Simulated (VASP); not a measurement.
A run of VASP 6.6.1:

The input POSCAR:

```
CdSe
1.0
    0.0000000000      3.0677809659      3.0677809659
    3.0677809659      0.0000000000      3.0677809659
    3.0677809659      3.0677809659      0.0000000000
Cd Se
1 1
Direct
    0.0000000000      0.0000000000      0.0000000000
    0.2500000000      0.2500000000      0.2500000000
```

INCAR.step1

```
PREC = Accurate
ENCUT = 520
ISMEAR = -1
SIGMA = 0.5
LREAL = False
LASPH = True
NELM = 100
NBANDS = 16
GGA = PE
ALGO = Normal
EDIFF = 1E-4
LWAVE = True
LCHARG = False
```

The input INCAR.step2:

```
PREC = Accurate
ENCUT = 520
EDIFF = 1E-7
ISMEAR = -1
SIGMA = 0.5
LREAL = False
LASPH = True
NELM = 100
ALGO = Normal
ISIF = 2
LWAVE = False
LCHARG = False
METAGGA = R2SCAN
LMIXTAU = True
NBANDS = 16
ISTART = 1
```

The input KPOINTS:

```
Automatic mesh
0
Gamma
  6 6 6
```

Potentials or basis: VASP PAW PBE potentials, release 64 (Cd, Se).

Run with:

```bash
$ cat potpaw_PBE.64/Cd/POTCAR potpaw_PBE.64/Se/POTCAR > POTCAR
$ cp INCAR.step1 INCAR
$ mpirun -np 1 vasp_std > vasp.out
$ cp INCAR.step2 INCAR
$ mpirun -np 1 vasp_std > vasp.out
```

Hardware: 1 thread of Intel(R) Xeon(R) Platinum 8488C (Sapphire Rapids), on a shared host.

Question: Estimate the wall time of this run.

Answer: Wall time 58 s on 1 thread of Intel(R) Xeon(R) Platinum 8488C (Sapphire Rapids), on a shared host, peak memory 0.19 GiB. Counts: k points 16.
